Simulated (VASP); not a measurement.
# Be (Im-3m) in VASP: further runs, part 2 of 2

VASP 6.6.1.

### 3 Electric field gradients, PBEsol (volume scaled by 0.96)

Input file INCAR:

```
PREC = Accurate
ENCUT = 520
EDIFF = 1E-8
ISMEAR = -1
SIGMA = 0.03
LREAL = False
LASPH = True
NELM = 60
ALGO = Normal
ISIF = 2
LWAVE = False
LCHARG = False
GGA = PS
LEFG = True
NBANDS = 7
```

Input file KPOINTS:

```
Automatic mesh
0
Gamma
  23 23 23
```

Input file POSCAR:

```
Be
1.0
   -1.2361848083      1.2361848083      1.2361848083
    1.2361848083     -1.2361848083      1.2361848083
    1.2361848083      1.2361848083     -1.2361848083
Be
1
Direct
    0.0000000000      0.0000000000      0.0000000000
```

Potentials or basis: VASP PAW PBE potentials, release 64 (Be).

Run with:

```
cat potpaw_PBE.64/Be/POTCAR > POTCAR
mpirun -np 1 vasp_std > vasp.out
```

OUTCAR:

```text
PREC = Accurate
   ENCUT = 520
   EDIFF = 1E-8
   ISMEAR = -1
   LREAL = False
   LASPH = True
   NELM = 60
   ISIF = 2
   GGA = PS

 ion  position               nearest neighbor table
   1  0.000  0.000  0.000-

  LATTYP: Found a body centered cubic cell.
 ALAT       =     2.4723696166

  Lattice vectors:

 A1 = (  -1.2361848083,   1.2361848083,   1.2361848083)
 A2 = (   1.2361848083,  -1.2361848083,   1.2361848083)
 A3 = (   1.2361848083,   1.2361848083,  -1.2361848083)

Analysis of symmetry for initial positions (statically):
=====================================================================
 Subroutine PRICEL returns:
 Original cell was already a primitive cell.

 Routine SETGRP: Setting up the symmetry group for a
 body centered cubic supercell.

 Subroutine GETGRP returns: Found 48 space group operations
 (whereof 48 operations were pure point group operations)
 out of a pool of 48 trial point group operations.

The static configuration has the point symmetry O_h .

Analysis of symmetry for dynamics (positions and initial velocities):
=====================================================================
 Subroutine PRICEL returns:
 Original cell was already a primitive cell.

 Routine SETGRP: Setting up the symmetry group for a
 body centered cubic supercell.

 Subroutine GETGRP returns: Found 48 space group operations
 (whereof 48 operations were pure point group operations)
 out of a pool of 48 trial point group operations.

The dynamic configuration has the point symmetry O_h .

 Subroutine INISYM returns: Found 48 space group operations
[... 143 lines left out ...]

 val. band max:        8.2444547253   @ k =   0.3043   0.2609   0.0870
 cond. band min:       8.3339222899   @ k =   0.3043   0.3043   0.0000
 fundamental gap:      0.0894675645
 Fermi energy:         8.2977028697

 k-point     1 :       0.0000    0.0000    0.0000
  band No.  band energies     occupation
      1      -4.2013      2.00000
      2      28.2735      0.00000
      3      28.2735      0.00000
      4      28.2735      0.00000
      5      39.7934      0.00000
      6      39.7934      0.00000
      7      39.7934      0.00000
[... 221 lines left out ...]
 k-point    24 :       0.0870    0.0870    0.0000
  band No.  band energies     occupation
      1      -3.3952      2.00000
      2      24.9894      0.00000
      3      25.1351      0.00000
      4      26.8882      0.00000
      5      35.0961      0.00000
      6      35.6672      0.00000
      7      39.9454      0.00000

 [... further k-points ...]
[... 5 lines left out ...]
  --------------------------------------------------------------------------------------
  -------------------------------------------------------------------------------------
  Total        0.1707648      0.1707648      0.1707648      0.0000000      0.0000000     -0.0000000
  in kB       36.2075147     36.2075147     36.2075147      0.0000000      0.0000000     -0.0000000
  external PRESSURE =      36.2075147 kB  Pullay stress =       0.0000000 kB

 VOLUME and BASIS-vectors are now :
 -----------------------------------------------------------------------------
  energy-cutoff  :      520.00
  volume of cell :        7.56
      direct lattice vectors                 reciprocal lattice vectors
    -1.236184808  1.236184808  1.236184808     0.000000000  0.404470267  0.404470267
     1.236184808 -1.236184808  1.236184808     0.404470267  0.000000000  0.404470267
     1.236184808  1.236184808 -1.236184808     0.404470267  0.404470267  0.000000000

 POSITION                                       TOTAL-FORCE (eV/Angst)
 -----------------------------------------------------------------------------------
      0.00000      0.00000      0.00000        -0.000000      0.000000      0.000000
 -----------------------------------------------------------------------------------
    total drift:                               -0.000000     -0.000000     -0.000000

  FREE ENERGIE OF THE ION-ELECTRON SYSTEM (eV)
  ---------------------------------------------------
  free  energy   TOTEN  =        -3.8968740589 eV

  energy  without entropy=       -3.8963602744  energy(sigma->0) =       -3.89661717

 Electric field gradients (V/A^2)
---------------------------------------------------------------------
 ion       V_xx      V_yy      V_zz      V_xy      V_xz      V_yz
---------------------------------------------------------------------
   1      -0.000     0.000     0.000    -0.000    -0.000    -0.000
---------------------------------------------------------------------

 Electric field gradients after diagonalization (V/A^2)
 (convention: |V_zz| > |V_xx| > |V_yy|)
----------------------------------------------------------------------
 ion       V_xx      V_yy      V_zz     asymmetry (V_yy - V_xx)/ V_zz
----------------------------------------------------------------------
   1       0.000     0.000    -0.000       0.000
----------------------------------------------------------------------

           NMR quadrupolar parameters

 Cq : quadrupolar parameter    Cq=e*Q*V_zz/h
 eta: asymmetry parameters     (V_yy - V_xx)/ V_zz
 Q  : nuclear electric quadrupole moment in mb (millibarn)
----------------------------------------------------------------------
 ion       Cq(MHz)       eta       Q (mb)
----------------------------------------------------------------------
   1      -0.000       0.000       1.000
----------------------------------------------------------------------
```

OSZICAR:

```text
N       E                     dE             d eps       ncg     rms          rms(c)
DAV:   1    -0.258297851563E+01   -0.25830E+01   -0.11363E+03  5502   0.234E+02
DAV:   2    -0.390949381929E+01   -0.13265E+01   -0.12558E+01  6958   0.260E+01
DAV:   3    -0.391160518356E+01   -0.21114E-02   -0.21101E-02  5824   0.886E-01
DAV:   4    -0.391160554092E+01   -0.35735E-06   -0.35757E-06  7665   0.114E-02
DAV:   5    -0.391160554135E+01   -0.43072E-09   -0.99915E-10  5873   0.727E-05    0.840E-01
DAV:   6    -0.390098358874E+01    0.10622E-01   -0.87771E-04  5565   0.328E-01    0.513E-01
DAV:   7    -0.389688455454E+01    0.40990E-02   -0.92019E-04  5383   0.334E-01    0.169E-02
DAV:   8    -0.389687350642E+01    0.11048E-04   -0.22859E-06  6104   0.146E-02    0.395E-03
DAV:   9    -0.389687406841E+01   -0.56199E-06   -0.19812E-07  6195   0.255E-03    0.154E-04
DAV:  10    -0.389687405888E+01    0.95297E-08   -0.24659E-10  5446   0.157E-04
   1 F= -.38968741E+01 E0= -.38966172E+01  d E =-.513784E-03
```

stdout:

```text
POSCAR found type information on POSCAR Be
 POSCAR found :  1 types and       1 ions
 scaLAPACK will be used
 -----------------------------------------------------------------------------
|                                                                             |
|                                                                             |
|     You enforced a specific xc type in the INCAR file but a different       |
|     I HOPE YOU KNOW WHAT YOU ARE DOING!                                     |
|                                                                             |
 -----------------------------------------------------------------------------

 LDA part: xc-table for (Slater+PW92), standard interpolation
 POSCAR, INCAR and KPOINTS ok, starting setup
 FFT: planning ... GRIDC
 FFT: planning ... GRID_SOFT
 FFT: planning ... GRID
 WAVECAR not read
 entering main loop
ion   1
```

It took 28 s on 1 thread of AMD EPYC 7R13, shared host; peak memory 0.09 GiB.

What came out:

- Free energy: -3.8969 eV
- Pressure: 3.6 GPa
- Band gap on the k mesh: zero (band 1 reaches 11.91 eV, above the bottom of band 2 at 6.89 eV)

Caveat: the cell differs from its parent crystal (volume scaled by 0.96); without QUAD_EFG the Cq values of the log hold for a quadrupole moment of 1 mb, not for the nuclei; the PAW data sets were made with another functional, which shifts forces and pressure a little.

### 4 Electric field gradients, PBEsol

This run uses another cell than the first one, of 7.87 Å³/atom, 1.020 times its volume.

Input file INCAR:

```
ALGO = Normal
EDIFF = 1E-8
ENCUT = 520
GGA = PS
ISIF = 2
ISMEAR = -1
LASPH = True
LCHARG = False
LEFG = True
LREAL = False
LWAVE = False
NBANDS = 7
NELM = 60
PREC = Accurate
SIGMA = 0.03
```

Input file KPOINTS:

```
k-points
0
Gamma
  23 23 23
```

Input file POSCAR:

```
Be
1.0
   -1.2531209513      1.2531209513      1.2531209513
    1.2531209513     -1.2531209513      1.2531209513
    1.2531209513      1.2531209513     -1.2531209513
Be
1
Direct
    0.0000000000      0.0000000000      0.0000000000
```

Potentials or basis: VASP PAW PBE potentials, release 64 (Be).

Run with:

```
cat potpaw_PBE.64/Be/POTCAR > POTCAR
mpirun -np 1 vasp_std > vasp.out
```

OUTCAR:

```text
EDIFF = 1E-8
   ENCUT = 520
   GGA = PS
   ISIF = 2
   ISMEAR = -1
   LASPH = True
   LREAL = False
   NELM = 60
   PREC = Accurate

 ion  position               nearest neighbor table
   1  0.000  0.000  0.000-

  LATTYP: Found a body centered cubic cell.
 ALAT       =     2.5062419026

  Lattice vectors:

 A1 = (  -1.2531209513,   1.2531209513,   1.2531209513)
 A2 = (   1.2531209513,  -1.2531209513,   1.2531209513)
 A3 = (   1.2531209513,   1.2531209513,  -1.2531209513)

Analysis of symmetry for initial positions (statically):
=====================================================================
 Subroutine PRICEL returns:
 Original cell was already a primitive cell.

 Routine SETGRP: Setting up the symmetry group for a
 body centered cubic supercell.

 Subroutine GETGRP returns: Found 48 space group operations
 (whereof 48 operations were pure point group operations)
 out of a pool of 48 trial point group operations.

The static configuration has the point symmetry O_h .

Analysis of symmetry for dynamics (positions and initial velocities):
=====================================================================
 Subroutine PRICEL returns:
 Original cell was already a primitive cell.

 Routine SETGRP: Setting up the symmetry group for a
 body centered cubic supercell.

 Subroutine GETGRP returns: Found 48 space group operations
 (whereof 48 operations were pure point group operations)
 out of a pool of 48 trial point group operations.

The dynamic configuration has the point symmetry O_h .

 Subroutine INISYM returns: Found 48 space group operations
 (whereof 48 operations are pure point group operations),
 and found     1 'primitive' translations

----------------------------------------------------------------------------------------

                                     Primitive cell

  volume of cell :       7.8712

  direct lattice vectors                    reciprocal lattice vectors
    -1.253120951  1.253120951  1.253120951     0.000000000  0.399003783  0.399003783
     1.253120951 -1.253120951  1.253120951     0.399003783  0.000000000  0.399003783
     1.253120951  1.253120951 -1.253120951     0.399003783  0.399003783  0.000000000

  length of vectors
     2.170469156  2.170469156  2.170469156     0.564276561  0.564276561  0.564276561

  position of ions in fractional coordinates (direct lattice)
     0.000000000  0.000000000  0.000000000

  ion indices of the primitive-cell ions
   primitive index   ion index
                 1           1

----------------------------------------------------------------------------------------

 KPOINTS: k-points

Automatic generation of k-mesh.
 Grid dimensions read from file:
 generate k-points for:   23   23   23

 Generating k-lattice:

  Cartesian coordinates                     Fractional coordinates (reciprocal lattice)
[... 59 lines left out ...]
   NELM   =     60;   NELMIN=  2; NELMDL= -5     # of ELM steps
   EDIFF  = 0.1E-07   stopping-criterion for ELM
   LREAL  =      F    real-space projection
   EDIFFG = 0.1E-06   stopping-criterion for IOM
   NSW    =      0    number of steps for IOM
   IBRION =     -1    ionic relax: 0-MD 1-quasi-New 2-CG
   NFREE  =      0    steps in history (QN), initial steepest desc. (CG)
   ISIF   =      2    stress and relaxation
   ISYM   =      2    0-nonsym 1-usesym 2-fastsym
   POTIM  = 0.5000    time-step for ionic-motion
   TEBEG  =    0.0;   TEEND  =   0.0 temperature during run
   PSTRESS=    0.0 pullay stress
   NELECT =       2.0000    total number of electrons
   NUPDOWN=      -1.0000    fix difference up-down
   EMIN   =  10.00;   EMAX   =-10.00  energy-range for DOS
   EFERMI =   0.00;   METHOD = LEGACY
   ISMEAR =    -1;   SIGMA  =   0.03  broadening in eV -4-tet -1-fermi 0-gaus
   EFERMI_NEDOS =   21; number of points for ismear=-14 and -15
   IALGO  =     38    algorithm
   IMIX   =      4    mixing-type and parameters
     AMIX     =   0.40;   BMIX     =  1.00
     AMIX_MAG =   1.60;   BMIX_MAG =  1.00
  volume/ion in A,a.u.               =       7.87        53.12
  Fermi-wavevector in a.u.,A,eV,Ry     =   1.036904  1.959464 14.628572  1.075170
  Thomas-Fermi vector in A             =   2.171317
   LORBIT       =      0    0 simple, 1 ext, 2 COOP (PROOUT), +10 PAW based schemes
   GGA     = PS    functional components
   LHFCALC =     F    Hartree Fock is set to
   AEXX    =    0.0000 exact exchange contribution
   IVDW    =     0    specifies the selected vdW correction
   LEPSILON=     F    determine dielectric tensor
   LRPA    =     F    only Hartree local field effects (RPA)
 non-spin polarized calculation
  energy-cutoff  :      520.00
  volume of cell :        7.87
 maximum number of plane-waves:       236
   NGX =  7   NGY =  7   NGZ =  7

 number of electron       2.0000000 magnetization

 Free energy of the ion-electron system (eV)
  ---------------------------------------------------
  ext. energy  EPLUGINS =         0.00000000
  ---------------------------------------------------
  free energy    TOTEN  =        -3.89870138 eV

  energy without entropy =       -3.89813709  energy(sigma->0) =       -3.89841924

 E-fermi :   7.9434     XC(G=0): -10.6281

 val. band max:        7.8977157134   @ k =   0.3043   0.2609   0.0870
 cond. band min:       7.9834866252   @ k =  -0.4348   0.4348   0.3913
 fundamental gap:      0.0857709118
 Fermi energy:         7.9434391696

 k-point     1 :       0.0000    0.0000    0.0000
  band No.  band energies     occupation
      1      -4.3161      2.00000
      2      27.2591      0.00000
      3      27.2591      0.00000
      4      27.2591      0.00000
      5      38.6176      0.00000
      6      38.6176      0.00000
      7      38.6176      0.00000
[... 221 lines left out ...]
 k-point    24 :       0.0870    0.0870    0.0000
  band No.  band energies     occupation
      1      -3.5214      2.00000
      2      24.0800      0.00000
      3      24.2601      0.00000
      4      25.9378      0.00000
      5      34.0350      0.00000
      6      34.5926      0.00000
      7      38.7803      0.00000

 [... further k-points ...]
[... 5 lines left out ...]
  --------------------------------------------------------------------------------------
  -------------------------------------------------------------------------------------
  Total       -0.0790596     -0.0790596     -0.0790596      0.0000000      0.0000000     -0.0000000
  in kB      -16.0926039    -16.0926039    -16.0926039      0.0000000      0.0000000     -0.0000000
  external PRESSURE =     -16.0926039 kB  Pullay stress =       0.0000000 kB

 VOLUME and BASIS-vectors are now :
 -----------------------------------------------------------------------------
  energy-cutoff  :      520.00
  volume of cell :        7.87
      direct lattice vectors                 reciprocal lattice vectors
    -1.253120951  1.253120951  1.253120951     0.000000000  0.399003783  0.399003783
     1.253120951 -1.253120951  1.253120951     0.399003783  0.000000000  0.399003783
     1.253120951  1.253120951 -1.253120951     0.399003783  0.399003783  0.000000000

 POSITION                                       TOTAL-FORCE (eV/Angst)
 -----------------------------------------------------------------------------------
      0.00000      0.00000      0.00000         0.000000      0.000000     -0.000000
 -----------------------------------------------------------------------------------
    total drift:                                0.000000     -0.000000     -0.000000

  FREE ENERGIE OF THE ION-ELECTRON SYSTEM (eV)
  ---------------------------------------------------
  free  energy   TOTEN  =        -3.8987013791 eV

  energy  without entropy=       -3.8981370942  energy(sigma->0) =       -3.89841924

 Electric field gradients (V/A^2)
---------------------------------------------------------------------
 ion       V_xx      V_yy      V_zz      V_xy      V_xz      V_yz
---------------------------------------------------------------------
   1       0.000    -0.000    -0.000    -0.000    -0.000    -0.000
---------------------------------------------------------------------

 Electric field gradients after diagonalization (V/A^2)
 (convention: |V_zz| > |V_xx| > |V_yy|)
----------------------------------------------------------------------
 ion       V_xx      V_yy      V_zz     asymmetry (V_yy - V_xx)/ V_zz
----------------------------------------------------------------------
   1       0.000     0.000    -0.000       0.000
----------------------------------------------------------------------

           NMR quadrupolar parameters

 Cq : quadrupolar parameter    Cq=e*Q*V_zz/h
 eta: asymmetry parameters     (V_yy - V_xx)/ V_zz
 Q  : nuclear electric quadrupole moment in mb (millibarn)
----------------------------------------------------------------------
 ion       Cq(MHz)       eta       Q (mb)
----------------------------------------------------------------------
   1      -0.000       0.000       1.000
----------------------------------------------------------------------
```

Wall time 34 s (1 thread of AMD EPYC 7R13, shared host); peak memory 0.09 GiB.

What came out:

```
Free energy            : -3.8987 eV
Pressure               : -1.6 GPa
Band gap on the k mesh : zero (band 1 reaches 11.44 eV, above the bottom of band 2 at 6.59 eV)
```

Caveat: without QUAD_EFG the Cq values of the log hold for a quadrupole moment of 1 mb, not for the nuclei; the PAW data sets were made with another functional, which shifts forces and pressure a little.

### 5 The runs side by side

```csv
cell,gap on the mesh (eV),pressure (GPa)
"a = 2.156 Å, angles 109.5°, 1 atom",none,0.9
"a = 2.141 Å, angles 109.5°, 1 atom",none,3.6
"a = 2.170 Å, angles 109.5°, 1 atom",none,-1.6
```

Alike in all rows: task electric field gradients; level PBEsol; potentials or basis VASP PAW PBE potentials, release 64 (Be); no spin polarisation; k mesh 23 × 23 × 23; cutoff (eV) 520; smearing fermi-dirac 0.03 eV.

Caveats: the PAW data sets were made with another functional, which shifts forces and pressure a little.

Total energies depend on the potentials used, so only differences within one code and one set of settings carry meaning.
